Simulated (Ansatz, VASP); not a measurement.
## SiSn3Pb2: VASP beside Ansatz

```xyz
6
Lattice="3.1326 1.8086 5.1939 -3.1326 1.8086 5.1939 0.0000 -3.6172 5.1939" Properties=species:S:1:pos:R:3 pbc="T T T"
Si    0.0000    0.0000    7.7909
Sn   -1.5663   -0.9043    5.1939
Sn    1.5663   -0.9043    5.1939
Sn    0.0000    1.8086    5.1939
Pb    0.0000    0.0000   13.6718
Pb    0.0000    0.0000    1.9100
```

Change from the starting cell: species swapped into the Li2ZnCu3 type (R-3m, No. 166).

Alike in both runs: task single point; functional PBE; k mesh 3 × 3 × 3; occupations gaussian, width 0.1 eV; no spin polarisation.

|  | VASP | Ansatz |
| --- | --- | --- |
| version | VASP 6.6.1 | Ansatz 0.2.0 |
| potentials or method | VASP PAW PBE potentials, release 64 (Si, Sn_d, Pb_d), cutoff 520 eV | scalar-relativistic, plane waves, PAW |
| valence electrons in the cell | 74 | 74 |

|  | VASP | Ansatz | Ansatz less VASP |
| --- | --- | --- | --- |
| gap on the k mesh at the Fermi level (eV) | none | none | - |
| pressure (GPa) | -2.2 | -2.1 | +0.05 |
| traceless stress, the component that is largest in VASP (GPa) | -2.88 | -2.88 | +0.003 |
| rms of the force components (eV/Å) | 0.012 | 0.012 | 0.0000 |

Atom by atom the forces differ by 0.000 eV/Å (rms over components). A gap of «none» marks a metal or a gap that the smearing closes.

The k mesh is coarse, so the values compare programs but aren't converged. Neither program's run includes spin-orbit coupling.
